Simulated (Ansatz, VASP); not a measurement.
**AgW in VASP and in Ansatz**

INCAR

```
  PREC = Accurate
  ENCUT = 520
  EDIFF = 1E-6
  ISMEAR = 0
  SIGMA = 0.1
  LREAL = False
  LASPH = True
  NELM = 100
  ALGO = Normal
  ISIF = 2
  LWAVE = False
  LCHARG = True
  GGA = PE
  LELF = True
  LVHAR = True
  NBANDS = 33
```

Contents of KPOINTS:

```
regular mesh
0
Gamma
  6 6 6
```

The input POSCAR:

```
AgW
1.0
    0.0000000000      3.3687026556      3.3687026556
    3.3687026556      0.0000000000      3.3687026556
    3.3687026556      3.3687026556      0.0000000000
Ag W
2 2
Direct
    0.5000000000      0.5000000000      0.5000000000
    0.7500000000      0.7500000000      0.7500000000
    0.0000000000      0.0000000000      0.0000000000
    0.2500000000      0.2500000000      0.2500000000
```

Input for Ansatz:

```yaml
crystal:
  lattice:
    - [0.0, 3.3687026556, 3.3687026556]
    - [3.3687026556, 0.0, 3.3687026556]
    - [3.3687026556, 3.3687026556, 0.0]
  atoms:
    - { symbol: Ag, position: [0.5, 0.5, 0.5] }
    - { symbol: Ag, position: [0.75, 0.75, 0.75] }
    - { symbol: W, position: [0.0, 0.0, 0.0] }
    - { symbol: W, position: [0.25, 0.25, 0.25] }
basis:
  ecutwfc: 420
kpoints:
  mp_grid: { grid: [6, 6, 6] }
hamiltonian:
  xc: pbe
scf:
  occupations: { method: gaussian, width: 0.1 }
  lower_state_search: "off"
output:
  forces: true
  stress: true
  eigenvalues: true
```

Alike in both runs: task single point; functional PBE; k mesh 6 × 6 × 6; occupations gaussian, width 0.1 eV; no spin polarisation.

```csv
,VASP,Ansatz
version,VASP 6.6.1,Ansatz 0.2.0
potentials or method,"VASP PAW PBE potentials, release 64 (Ag, W_sv), cutoff 520 eV","scalar-relativistic, plane waves, PAW"
valence electrons in the cell,50,66
```

```tsv
	VASP	Ansatz	Ansatz less VASP
gap on the k mesh at the Fermi level (eV)	none	none	-
pressure (GPa)	-17.6	-17.6	-0.02
```

A gap of «none» marks a metal or a gap that the smearing closes. VASP's potentials hold 50 valence electrons a cell and Ansatz's 66, so a difference there can come from the potentials and not from the codes.

Neither program's run includes spin-orbit coupling.
